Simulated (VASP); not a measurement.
# Pt (P-3m1) in VASP: single point with PBEsol

Aim: the single point of Pt with PBEsol.

Everything below comes from runs of VASP 6.6.1. Logs are shortened: lines on timing, memory, paths and dates and some standing lists are left out, and cuts for length are marked.

## 1. The cell of the first run

It takes space group P-3m1 (No. 164, trigonal). The conventional cell has a = 2.806 Å, b = 2.806 Å, c = 4.440 Å, α = 90.00°, β = 90.00°, γ = 120.00°. Within 3.4 Å of Pt (site symmetry 3m) lie 12 Pt at 2.60 to 2.90 Å.

## 2. Single point, PBEsol (strained and its atoms moved)

Contents of INCAR:

```
PREC     = Accurate       # precision mode
ENCUT    = 520            # plane-wave cutoff, eV
EDIFF    = 1E-6           # SCF threshold, eV
ISMEAR   = 0              # smearing method
SIGMA    = 0.1            # smearing width, eV
LREAL    = False          # projectors in reciprocal space
LASPH    = True           # aspherical terms in the spheres
NELM     = 100            # most SCF steps
ALGO     = Normal         # electronic algorithm
ISIF     = 2              # what is computed and relaxed
LWAVE    = False          # write WAVECAR
LCHARG   = True           # write CHGCAR
GGA      = PS             # functional
LELF     = True           # ELF
LVHAR    = True         
NBANDS   = 17             # bands
```

Contents of KPOINTS:

```
regular mesh
0
Gamma
  15 15 8
```

Contents of POSCAR:

```
Pt
1.0
    2.8064926650      0.0000000000      0.0000000000
   -1.4032463325      2.4304939434      0.0000000000
    0.0000000000      0.0000000000      4.4403913644
Pt
2
Direct
    0.6666666700      0.3333333300      0.7708675300
    0.3333333300      0.6666666700      0.2291324700
```

Potentials or basis: VASP PAW PBE potentials, release 64 (Pt).

Launch:

```
cat potpaw_PBE.64/Pt/POTCAR > POTCAR
mpirun -np 1 vasp_std > vasp.out
```

OUTCAR:

```text
PREC = Accurate
   ENCUT = 520
   EDIFF = 1E-6
   ISMEAR = 0
   LREAL = False
   LASPH = True
   NELM = 100
   ISIF = 2
   GGA = PS

 ion  position               nearest neighbor table
   1  0.667  0.333  0.771-   2 2.60   2 2.60   2 2.60   2 2.90   2 2.90   2 2.90
   2  0.333  0.667  0.229-   1 2.60   1 2.60   1 2.60   1 2.90   1 2.90   1 2.90

  LATTYP: Found a hexagonal cell.
 ALAT       =     2.8064926650
 C/A-ratio  =     1.5821852734

  Lattice vectors:

 A1 = (   2.8064926650,   0.0000000000,   0.0000000000)
 A2 = (  -1.4032463325,   2.4304939434,   0.0000000000)
 A3 = (   0.0000000000,   0.0000000000,   4.4403913644)

Analysis of symmetry for initial positions (statically):
=====================================================================
 Subroutine PRICEL returns:
 Original cell was already a primitive cell.

 Routine SETGRP: Setting up the symmetry group for a
 hexagonal supercell.

 Subroutine GETGRP returns: Found 12 space group operations
 (whereof 12 operations were pure point group operations)
 out of a pool of 24 trial point group operations.

The static configuration has the point symmetry D_3d.

Analysis of symmetry for dynamics (positions and initial velocities):
=====================================================================
 Subroutine PRICEL returns:
 Original cell was already a primitive cell.

 Routine SETGRP: Setting up the symmetry group for a
 hexagonal supercell.

 Subroutine GETGRP returns: Found 12 space group operations
 (whereof 12 operations were pure point group operations)
 out of a pool of 24 trial point group operations.

The dynamic configuration has the point symmetry D_3d.

 Subroutine INISYM returns: Found 12 space group operations
 (whereof 12 operations are pure point group operations),
 and found     1 'primitive' translations

----------------------------------------------------------------------------------------

                                     Primitive cell

  volume of cell :      30.2886

  direct lattice vectors                    reciprocal lattice vectors
     2.806492665  0.000000000  0.000000000     0.356316627  0.205719500  0.000000000
    -1.403246332  2.430493943  0.000000000     0.000000000  0.411439001  0.000000000
     0.000000000  0.000000000  4.440391364     0.000000000  0.000000000  0.225205374

  length of vectors
     2.806492665  2.806492665  4.440391364     0.411439001  0.411439001  0.225205374

  position of ions in fractional coordinates (direct lattice)
     0.666666670  0.333333330  0.770867530
     0.333333330  0.666666670  0.229132470

  ion indices of the primitive-cell ions
   primitive index   ion index
                 1           1
                 2           2

----------------------------------------------------------------------------------------

 KPOINTS: regular mesh

Automatic generation of k-mesh.
 Grid dimensions read from file:
 generate k-points for:   15   15    8

 Generating k-lattice:

  Cartesian coordinates                     Fractional coordinates (reciprocal lattice)
     0.023754442  0.013714633  0.000000000     0.066666667 -0.000000000  0.000000000
     0.000000000  0.027429267  0.000000000     0.000000000  0.066666667  0.000000000
     0.000000000  0.000000000  0.028150672     0.000000000  0.000000000  0.125000000

  Length of vectors
     0.027429267  0.027429267  0.028150672

  Shift w.r.t. Gamma in fractional coordinates (k-lattice)
     0.000000000  0.000000000  0.000000000

 Subroutine IBZKPT returns following result:
 ===========================================

 Found    192 irreducible k-points:

 Following reciprocal coordinates:
            Coordinates               Weight
  0.000000  0.000000  0.000000      1.000000
  0.066667 -0.000000  0.000000      6.000000
  0.133333  0.000000  0.000000      6.000000
  0.200000 -0.000000  0.000000      6.000000
  0.266667  0.000000  0.000000      6.000000
  0.333333 -0.000000  0.000000      6.000000
[... 16 lines left out ...]
  0.333333  0.200000  0.000000     12.000000
  0.400000  0.200000  0.000000      6.000000
 [... further k-points ...]
   k-points           NKPTS =    192   k-points in BZ     NKDIM =    192   number of bands    NBANDS=     17
   number of dos      NEDOS =    301   number of ions     NIONS =      2
   total plane-waves  NPLWV =  20736
   dimension x,y,z NGX =    24 NGY =   24 NGZ =   36
   dimension x,y,z NGXF=    48 NGYF=   48 NGZF=   72
   ions per type =               2
   NGX,Y,Z   is equivalent  to a cutoff of  14.22, 14.22, 13.48 a.u.
   NGXF,Y,Z  is equivalent  to a cutoff of  28.43, 28.43, 26.96 a.u.
 SYSTEM =  unknown system
   PREC   = accura    normal or accurate (medium, high low for compatibility)
   ISTART =      0    job   : 0-new  1-cont  2-samecut
   ICHARG =      2    charge: 1-file 2-atom 10-const
   ISPIN  =      1    spin polarized calculation?
   LNONCOLLINEAR =      F non collinear calculations
   LSORBIT =      F    spin-orbit coupling
   LASPH  =      T    aspherical Exc in radial PAW
   ENCUT  =  520.0 eV  38.22 Ry    6.18 a.u.   5.22  5.22  8.26*2*pi/ulx,y,z
   NELM   =    100;   NELMIN=  2; NELMDL= -5     # of ELM steps
   EDIFF  = 0.1E-05   stopping-criterion for ELM
   LREAL  =      F    real-space projection
   EDIFFG = 0.1E-04   stopping-criterion for IOM
   NSW    =      0    number of steps for IOM
   IBRION =     -1    ionic relax: 0-MD 1-quasi-New 2-CG
   NFREE  =      0    steps in history (QN), initial steepest desc. (CG)
   ISIF   =      2    stress and relaxation
   ISYM   =      2    0-nonsym 1-usesym 2-fastsym
   POTIM  = 0.5000    time-step for ionic-motion
   TEBEG  =    0.0;   TEEND  =   0.0 temperature during run
   PSTRESS=    0.0 pullay stress
   NELECT =      20.0000    total number of electrons
   NUPDOWN=      -1.0000    fix difference up-down
   EMIN   =  10.00;   EMAX   =-10.00  energy-range for DOS
   EFERMI =   0.00;   METHOD = LEGACY
   ISMEAR =     0;   SIGMA  =   0.10  broadening in eV -4-tet -1-fermi 0-gaus
   EFERMI_NEDOS =   21; number of points for ismear=-14 and -15
   IALGO  =     38    algorithm
   IMIX   =      4    mixing-type and parameters
     AMIX     =   0.40;   BMIX     =  1.00
     AMIX_MAG =   1.60;   BMIX_MAG =  1.00
  volume/ion in A,a.u.               =      15.14       102.20
  Fermi-wavevector in a.u.,A,eV,Ry     =   1.425580  2.693956 27.650826  2.032278
  Thomas-Fermi vector in A             =   2.545949
   LORBIT       =      0    0 simple, 1 ext, 2 COOP (PROOUT), +10 PAW based schemes
   GGA     = PS    functional components
   LHFCALC =     F    Hartree Fock is set to
   AEXX    =    0.0000 exact exchange contribution
   IVDW    =     0    specifies the selected vdW correction
   LEPSILON=     F    determine dielectric tensor
   LRPA    =     F    only Hartree local field effects (RPA)
 non-spin polarized calculation
 Gauss-broadening in eV      SIGMA  =   0.10
  energy-cutoff  :      520.00
  volume of cell :       30.29
 maximum number of plane-waves:       829
 NGX is ok and might be reduce to    24
   NGX = 11   NGY = 11   NGZ = 17

 number of electron      20.0000000 magnetization

 Free energy of the ion-electron system (eV)
  ---------------------------------------------------
  ext. energy  EPLUGINS =         0.00000000
  ---------------------------------------------------
  free energy    TOTEN  =       -13.48497444 eV

  energy without entropy =      -13.46182734  energy(sigma->0) =      -13.47340089

 E-fermi :  11.0892     XC(G=0): -13.5801

 val. band max:       11.0844366015   @ k =   0.4000   0.2000   0.0000
 cond. band min:      11.0935367939   @ k =   0.3333   0.0667   0.3750
 fundamental gap:      0.0091001924
 Fermi energy:        11.0891885293

 k-point     1 :       0.0000    0.0000    0.0000
  band No.  band energies     occupation
      1       0.7391      2.00000
      2       3.6729      2.00000
      3       7.2580      2.00000
      4       7.2580      2.00000
      5       7.5382      2.00000
      6       7.5382      2.00000
[... 9 lines left out ...]
     16      28.6411      0.00000
     17      31.2284      0.00000

 k-point     2 :       0.0667   -0.0000    0.0000
  band No.  band energies     occupation
      1       0.8931      2.00000
      2       3.7991      2.00000
      3       7.0106      2.00000
      4       7.3688      2.00000
      5       7.4556      2.00000
      6       7.5849      2.00000
[... 9 lines left out ...]
     16      28.8247      0.00000
     17      30.4166      0.00000

 k-point     3 :       0.1333    0.0000    0.0000
  band No.  band energies     occupation
      1       1.3394      2.00000
      2       4.1399      2.00000
      3       6.6269      2.00000
      4       7.2191      2.00000
      5       7.5720      2.00000
      6       7.7642      2.00000
[... 9 lines left out ...]
     16      28.9392      0.00000
     17      29.0865      0.00000

 k-point     4 :       0.2000   -0.0000    0.0000
  band No.  band energies     occupation
      1       2.0243      2.00000
      2       4.5451      2.00000
      3       6.2551      2.00000
      4       6.8614      2.00000
      5       7.4931      2.00000
      6       7.5574      2.00000
[... 9 lines left out ...]
     16      28.2162      0.00000
     17      28.3900      0.00000
[... 343 lines left out ...]
      1       4.5870      2.00000
      2       5.0188      2.00000
      3       5.3017      2.00000
      4       6.0788      2.00000
      5       6.8268      2.00000
      6       7.8309      2.00000
[... 9 lines left out ...]
     16      25.6979      0.00000
     17      26.6048      0.00000

 k-point    23 :       0.3333    0.2000    0.0000
  band No.  band energies     occupation
      1       4.7802      2.00000
      2       4.9011      2.00000
      3       5.1372      2.00000
      4       6.4580      2.00000
      5       6.9634      2.00000
      6       7.6340      2.00000
[... 9 lines left out ...]
     16      24.1205      0.00000
     17      25.9791      0.00000

 k-point    24 :       0.4000    0.2000    0.0000
  band No.  band energies     occupation
      1       4.7238      2.00000
      2       4.9592      2.00000
      3       5.0661      2.00000
      4       6.5877      2.00000
      5       7.1026      2.00000
      6       7.5391      2.00000
[... 9 lines left out ...]
     16      22.7376      0.00000
     17      25.7735      0.00000

 [... further k-points ...]

------------------------ aborting loop because EDIFF is reached ----------------------------------------

  FORCE on cell =-STRESS in cart. coord.  units (eV):
  Direction    XX          YY          ZZ          XY          YZ          ZX
  --------------------------------------------------------------------------------------
  -------------------------------------------------------------------------------------
  Total        0.4337275      0.4337275      2.5600927      0.0000000      0.0000000      0.0000000
  in kB       22.9428749     22.9428749    135.4211749      0.0000000      0.0000000      0.0000000
  external PRESSURE =      60.4356416 kB  Pullay stress =       0.0000000 kB

 VOLUME and BASIS-vectors are now :
 -----------------------------------------------------------------------------
  energy-cutoff  :      520.00
  volume of cell :       30.29
      direct lattice vectors                 reciprocal lattice vectors
     2.806492665  0.000000000  0.000000000     0.356316627  0.205719500  0.000000000
    -1.403246332  2.430493943  0.000000000     0.000000000  0.411439001  0.000000000
     0.000000000  0.000000000  4.440391364     0.000000000  0.000000000  0.225205374

 POSITION                                       TOTAL-FORCE (eV/Angst)
 -----------------------------------------------------------------------------------
      1.40325      0.81016      3.42295        -0.000000      0.000000     -2.686103
     -0.00000      1.62033      1.01744         0.000000      0.000000      2.686103
 -----------------------------------------------------------------------------------
    total drift:                               -0.000000      0.000000     -0.000000

  FREE ENERGIE OF THE ION-ELECTRON SYSTEM (eV)
  ---------------------------------------------------
  free  energy   TOTEN  =       -13.4849744355 eV

  energy  without entropy=      -13.4618273380  energy(sigma->0) =      -13.47340089
```

It took 42 s on 1 thread of AMD EPYC 9R45 (Zen 5), shared host; peak memory 0.18 GiB.

Results:

- Free energy: -13.4850 eV
- Pressure: 6.0 GPa
- Largest force: 2.686 eV/Å
- Band gap on the k mesh: zero (bands 10 and 11 overlap by 1.02 eV)

Forces on the atoms (eV/Å):
```
Pt   0.000  0.000 -2.686
Pt   0.000  0.000  2.686
```

Caveat: the cell differs from its parent crystal (strained and its atoms moved); the cell stands under pressure; the PAW data sets were made with another functional, which shifts forces and pressure a little; spin-orbit coupling is left out, which moves the levels of the heavy elements.
